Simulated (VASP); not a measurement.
Sn:

```
Sn
1.0
     0.00000    3.23334    3.23334
     3.23334    0.00000    3.23334
     3.23334    3.23334    0.00000
Sn
2
Cartesian
  0.0000 0.0000 0.0000
  1.6167 1.6167 1.6167
```

This isn't the form of Sn at room conditions, which is tetragonal (white tin).

```yaml
Program: VASP 6.6.1
Task: relaxation of cell and atoms
Functional: PBEsol
Potentials_or_basis: VASP PAW PBE potentials, release 64 (Sn_d)
Cutoff: 600 eV
k_mesh: 13 × 13 × 13
Occupations: methfessel-paxton, width 0.05 eV
Spin: no spin polarisation
```

At the start: pressure 1.5 GPa; volume 33.80 Å³/atom.

Problem. How do energy, volume and symmetry change on relaxing?

Solution. Over 3 steps the energy falls by 5.1 meV/atom and the volume is 34.94 Å³/atom (+3.4 %); space group Fd-3m (No. 227, to 0.1 Å) before and after.

The path:
| step | energy change (eV) | largest force (eV/Å) | pressure (GPa) | volume (Å³) |
| --- | --- | --- | --- | --- |
| 1 | 0.0000 | 0.0000 | 1.48 | 67.61 |
| 2 | -0.0089 | 0.0000 | -0.47 | 70.71 |
| 3 | -0.0102 | 0.0000 | -0.01 | 69.87 |

Final structure:
```
Sn
1.0
     0.00000    3.26912    3.26912
     3.26912    0.00000    3.26912
     3.26912    3.26912    0.00000
Sn
2
Direct
  0.00000 0.00000 0.00000
  0.25000 0.25000 0.25000
```

Caveat: the PAW data sets were made with another functional, which shifts forces and pressure a little.
